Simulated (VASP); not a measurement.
# In (P6/mmm) in VASP: a series of runs

Runs on In. Level: PBE. Tasks: relaxation of shape and atoms at fixed volume.

All numbers are computed with VASP 6.6.1; they aren't measurements. Logs are shortened: lines on timing, memory, paths and dates and some standing lists are left out, and cuts for length are marked.

## Step 1: The cell of the first run

Symmetry: P6/mmm, No. 191, hexagonal system. The conventional cell has a = 5.214 Å, b = 5.214 Å, c = 3.204 Å, α = 90.00°, β = 90.00°, γ = 120.00°. Within 4.2 Å of In (site symmetry 6/mmm) lie 14 In at 3.20 to 3.41 Å. In (site symmetry -6m2) has 11 In at 3.01 to 3.41 Å within 4.0 Å.

This isn't the form of In at room conditions, which is tetragonal.

## Step 2: Relaxation of shape and atoms at fixed volume, PBE

File INCAR:

```
PREC = Accurate ; ENCUT = 600
EDIFF = 1E-6 ; ISMEAR = -1
SIGMA = 0.1 ; LREAL = F
LASPH = T ; NELM = 100
ALGO = Normal ; ISIF = 4
LWAVE = F ; LCHARG = F
GGA = PE ; IBRION = 2
NSW = 50 ; EDIFFG = -0.005
```

File KPOINTS:

```
regular mesh
0
Gamma
  8 8 10
```

File POSCAR:

```
In
1.0
    5.2144073704      0.0000000000      0.0000000000
   -2.6072036852      4.5158092485      0.0000000000
    0.0000000000      0.0000000000      3.2038182747
In
3
Direct
    0.0000000000      0.0000000000      0.0000000000
    0.3333333333      0.6666666667      0.5000000000
    0.6666666667      0.3333333333      0.5000000000
```

Potentials or basis: VASP PAW PBE potentials, release 64 (In_d).

The run is started by

```
cat potpaw_PBE.64/In_d/POTCAR > POTCAR
mpirun -np 1 vasp_std > vasp.out
```

OUTCAR:

```text
PREC = Accurate
   ENCUT = 600
   EDIFF = 1E-6
   ISMEAR = -1
   LREAL = F
   LASPH = T
   NELM = 100
   ISIF = 4
   GGA = PE
   IBRION = 2
   NSW = 50
   EDIFFG = -0.005

 ion  position               nearest neighbor table
   1  0.000  0.000  0.000-   2 3.41   3 3.41   2 3.41   3 3.41   3 3.41   3 3.41   2 3.41   2 3.41
                             3 3.41   3 3.41   2 3.41   2 3.41
   2  0.333  0.667  0.500-   3 3.01   3 3.01   3 3.01   1 3.41   1 3.41   1 3.41   1 3.41   1 3.41
                             1 3.41
   3  0.667  0.333  0.500-   2 3.01   2 3.01   2 3.01   1 3.41   1 3.41   1 3.41   1 3.41   1 3.41
                             1 3.41

  LATTYP: Found a hexagonal cell.
 ALAT       =     5.2144073704
 C/A-ratio  =     0.6144165669

  Lattice vectors:

 A1 = (   5.2144073704,   0.0000000000,   0.0000000000)
 A2 = (  -2.6072036852,   4.5158092485,   0.0000000000)
 A3 = (   0.0000000000,   0.0000000000,   3.2038182747)

Analysis of symmetry for initial positions (statically):
=====================================================================
 Subroutine PRICEL returns:
 Original cell was already a primitive cell.

 Routine SETGRP: Setting up the symmetry group for a
 hexagonal supercell.

 Subroutine GETGRP returns: Found 24 space group operations
 (whereof 24 operations were pure point group operations)
 out of a pool of 24 trial point group operations.

The static configuration has the point symmetry D_6h.

Analysis of symmetry for dynamics (positions and initial velocities):
=====================================================================
 Subroutine PRICEL returns:
 Original cell was already a primitive cell.

 Routine SETGRP: Setting up the symmetry group for a
 hexagonal supercell.

 Subroutine GETGRP returns: Found 24 space group operations
 (whereof 24 operations were pure point group operations)
 out of a pool of 24 trial point group operations.

The dynamic configuration has the point symmetry D_6h.

 Subroutine INISYM returns: Found 24 space group operations
 (whereof 24 operations are pure point group operations),
 and found     1 'primitive' translations

----------------------------------------------------------------------------------------

                                     Primitive cell

  volume of cell :      75.4412

  direct lattice vectors                    reciprocal lattice vectors
     5.214407370  0.000000000  0.000000000     0.191776348  0.110722126  0.000000000
    -2.607203685  4.515809249  0.000000000     0.000000000  0.221444252  0.000000000
[... 97 lines left out ...]
   PSTRESS=    0.0 pullay stress
   NELECT =      39.0000    total number of electrons
   NUPDOWN=      -1.0000    fix difference up-down
   EMIN   =  10.00;   EMAX   =-10.00  energy-range for DOS
   EFERMI =   0.00;   METHOD = LEGACY
   ISMEAR =    -1;   SIGMA  =   0.10  broadening in eV -4-tet -1-fermi 0-gaus
   EFERMI_NEDOS =   21; number of points for ismear=-14 and -15
   IALGO  =     38    algorithm
   IMIX   =      4    mixing-type and parameters
     AMIX     =   0.40;   BMIX     =  1.00
     AMIX_MAG =   1.60;   BMIX_MAG =  1.00
  volume/ion in A,a.u.               =      25.15       169.70
  Fermi-wavevector in a.u.,A,eV,Ry     =   1.313894  2.482899 23.487964  1.726317
  Thomas-Fermi vector in A             =   2.444185
   LORBIT       =      0    0 simple, 1 ext, 2 COOP (PROOUT), +10 PAW based schemes
   GGA     = PE    functional components
   LHFCALC =     F    Hartree Fock is set to
   AEXX    =    0.0000 exact exchange contribution
   IVDW    =     0    specifies the selected vdW correction
   LEPSILON=     F    determine dielectric tensor
   LRPA    =     F    only Hartree local field effects (RPA)
 conjugate gradient relaxation of ions
 non-spin polarized calculation
  energy-cutoff  :      600.00
  volume of cell :       75.44
 maximum number of plane-waves:      2581
 NGX is ok and might be reduce to    42
   NGX = 21   NGY = 21   NGZ = 13

--------------------------------------- Ionic step        1  -------------------------------------------

 number of electron      38.9999999 magnetization

 Free energy of the ion-electron system (eV)
  ---------------------------------------------------
  ext. energy  EPLUGINS =         0.00000000
  ---------------------------------------------------
  free energy    TOTEN  =        -7.52325802 eV

  energy without entropy =       -7.47636863  energy(sigma->0) =       -7.49981332

------------------------ aborting loop because EDIFF is reached ----------------------------------------

  FORCE on cell =-STRESS in cart. coord.  units (eV):
  Direction    XX          YY          ZZ          XY          YZ          ZX
  --------------------------------------------------------------------------------------
  -------------------------------------------------------------------------------------
  Total        2.2551225      2.2551225      2.1550488      0.0000000     -0.0000000      0.0000000
  in kB       47.8930278     47.8930278     45.7677202      0.0000000     -0.0000000      0.0000000
  external PRESSURE =      47.1845919 kB  Pullay stress =       0.0000000 kB
[... 61 lines left out ...]
--------------------------------------- Ionic step        3  -------------------------------------------

 number of electron      38.9999996 magnetization

 Free energy of the ion-electron system (eV)
  ---------------------------------------------------
  ext. energy  EPLUGINS =         0.00000000
  ---------------------------------------------------
  free energy    TOTEN  =        -7.52342742 eV

  energy without entropy =       -7.47610638  energy(sigma->0) =       -7.49976690

 E-fermi :   8.0068     XC(G=0): -10.4382

 val. band max:        7.9775463291   @ k =   0.2500   0.1250   0.4000
 cond. band min:       8.0699411325   @ k =   0.5000   0.0000   0.5000
 fundamental gap:      0.0923948034
 Fermi energy:         8.0067679633

 k-point     1 :       0.0000    0.0000    0.0000
  band No.  band energies     occupation
      1      -6.9961      2.00000
      2      -6.7447      2.00000
      3      -6.7226      2.00000
      4      -6.7226      2.00000
      5      -6.7143      2.00000
      6      -6.5751      2.00000
[... 613 lines left out ...]
     22      11.6012      0.00000
     23      11.7586      0.00000

 [... further k-points ...]

------------------------ aborting loop because EDIFF is reached ----------------------------------------

  FORCE on cell =-STRESS in cart. coord.  units (eV):
  Direction    XX          YY          ZZ          XY          YZ          ZX
  --------------------------------------------------------------------------------------
  -------------------------------------------------------------------------------------
  Total        2.2222599      2.2222599      2.2317886      0.0000000      0.0000000     -0.0000000
  in kB       47.1951105     47.1951105     47.3974767      0.0000000      0.0000000     -0.0000000
  external PRESSURE =      47.2625659 kB  Pullay stress =       0.0000000 kB
[... 18 lines left out ...]
  FREE ENERGIE OF THE ION-ELECTRON SYSTEM (eV)
  ---------------------------------------------------
  free  energy   TOTEN  =        -7.5234274243 eV

  energy  without entropy=       -7.4761063784  energy(sigma->0) =       -7.49976690

 reached required accuracy - stopping structural energy minimisation
```

OSZICAR:

```text
N       E                     dE             d eps       ncg     rms          rms(c)
DAV:   1     0.350222334521E+03    0.35022E+03   -0.20966E+04  2760   0.259E+03
DAV:   2     0.204320409844E+02   -0.32979E+03   -0.32784E+03  2767   0.500E+02
DAV:   3    -0.682943020699E+01   -0.27261E+02   -0.27136E+02  3313   0.174E+02
[... 18 lines left out ...]
DAV:   2    -0.752460064078E+01    0.18896E-02   -0.48520E-03  3894   0.121E+00    0.188E-01
DAV:   3    -0.752338846126E+01    0.12122E-02   -0.22323E-03  3731   0.787E-01    0.363E-02
DAV:   4    -0.752342930131E+01   -0.40840E-04   -0.45429E-04  2965   0.247E-01    0.407E-02
DAV:   5    -0.752342734476E+01    0.19565E-05   -0.17596E-05  3763   0.387E-02    0.142E-02
DAV:   6    -0.752342742429E+01   -0.79526E-07   -0.11169E-06  1534   0.185E-02
   3 F= -.75234274E+01 E0= -.74997669E+01  d E =-.169406E-03
```

Wall time 2 min (1 thread of AMD EPYC 9R45 (Zen 5), shared host); peak memory 0.24 GiB.

What came out:

| Item | Value |
| --- | --- |
| Free energy | -7.5234 eV |
| Energy gained by relaxing | 0.1 meV/atom |
| Ionic steps | 3 |
| Pressure after relaxing | 4.7 GPa |
| Band gap on the k mesh | zero (an odd number of electrons rules out a gap without spin polarisation) |

The path:
```tsv
step	energy change (eV)	largest force (eV/Å)	pressure (GPa)	volume (Å³)
1	0.0000	0.0000	4.72	75.44
2	-0.0001	0.0000	4.73	75.44
3	-0.0002	0.0000	4.73	75.44
```

Final structure:
```
CELL_PARAMETERS angstrom
5.22426 0.00000 0.00000
-2.61213 4.52434 0.00000
0.00000 0.00000 3.19175
ATOMIC_POSITIONS crystal
In 0.00000 0.00000 0.00000
In 0.33333 0.66667 0.50000
In 0.66667 0.33333 0.50000
```

Levels at points of the mesh, in eV from the Fermi level:
| k point | band 17 | band 18 | band 19 | band 20 | band 21 | band 22 |
| --- | --- | --- | --- | --- | --- | --- |
| (0.00, 0.00, 0.00) | -2.74 | -2.52 | -1.15 | -1.15 | -1.04 | -1.04 |
| (0.50, 0.00, 0.00) | -7.82 | -3.96 | -3.41 | 3.72 | 3.82 | 4.84 |
| (0.00, 0.00, 0.50) | -5.26 | 1.13 | 1.19 | 1.21 | 1.21 | 1.36 |
| (0.50, 0.00, 0.50) | -4.08 | -3.46 | -2.95 | -0.24 | 0.06 | 0.10 |

Caveat: spin-orbit coupling is left out, which moves the levels of the heavy elements.

## Step 3: Relaxation of shape and atoms at fixed volume, PBE

File INCAR:

```
SYSTEM = In
  PREC = Accurate
  ENCUT = 600
  EDIFF = 1E-6
  ISMEAR = -1
  SIGMA = 0.1
  LREAL = .False.
  LASPH = .True.
  NELM = 60
  ALGO = Normal
  ISIF = 4
  LWAVE = .False.
  LCHARG = .False.
  GGA = PE
  IBRION = 2
  NSW = 50
  EDIFFG = -0.005
```

File KPOINTS:

```
Automatic mesh
0
Gamma
  8 8 10
  0 0 0
```

POSCAR is that of step 2.

Potentials or basis: VASP PAW PBE potentials, release 64 (In_d).

The run is started by

```
cat potpaw_PBE.64/In_d/POTCAR > POTCAR
mpirun -np 1 vasp_std > vasp.out
```

Run time: 2 min. Hardware: 1 thread of AMD EPYC 9R45 (Zen 5), shared host; peak memory 0.24 GiB.

The run converged. Its results:

```
Free energy               : -7.5234 eV
Energy gained by relaxing : 0.1 meV/atom
Ionic steps               : 3
Pressure after relaxing   : 4.7 GPa
Band gap on the k mesh    : zero (an odd number of electrons rules out a gap without spin polarisation)
```

The path:
| step | energy change (eV) | largest force (eV/Å) | pressure (GPa) | volume (Å³) |
| --- | --- | --- | --- | --- |
| 1 | 0.0000 | 0.0000 | 4.72 | 75.44 |
| 2 | -0.0001 | 0.0000 | 4.73 | 75.44 |
| 3 | -0.0002 | 0.0000 | 4.73 | 75.44 |

Final structure:
```cif
data_structure
_symmetry_space_group_name_H-M 'P 1'
_symmetry_Int_Tables_number 1
_cell_length_a 5.2243
_cell_length_b 5.2243
_cell_length_c 3.1917
_cell_angle_alpha 90.000
_cell_angle_beta 90.000
_cell_angle_gamma 120.000
_cell_volume 75.44
loop_
_atom_site_label
_atom_site_type_symbol
_atom_site_fract_x
_atom_site_fract_y
_atom_site_fract_z
_atom_site_occupancy
In1 In 0.00000 0.00000 0.00000 1
In2 In 0.33333 0.66667 0.50000 1
In3 In 0.66667 0.33333 0.50000 1
```

Levels at points of the mesh, in eV from the Fermi level:
| k point | band 16 | band 17 | band 18 | band 19 | band 20 | band 21 | band 22 | band 23 |
| --- | --- | --- | --- | --- | --- | --- | --- | --- |
| (0.00, 0.00, 0.00) | -9.86 | -2.74 | -2.52 | -1.15 | -1.15 | -1.04 | -1.04 | 4.99 |
| (0.50, 0.00, 0.00) | -7.84 | -7.82 | -3.96 | -3.41 | 3.72 | 3.82 | 4.84 | 4.94 |
| (0.00, 0.00, 0.50) | -6.17 | -5.26 | 1.13 | 1.19 | 1.21 | 1.21 | 1.36 | 1.39 |
| (0.50, 0.00, 0.50) | -4.33 | -4.08 | -3.46 | -2.95 | -0.24 | 0.06 | 0.10 | 1.78 |

Caveat: spin-orbit coupling is left out, which moves the levels of the heavy elements.

The gap in the log of VASP goes by the Fermi energy; the results here count the filled bands.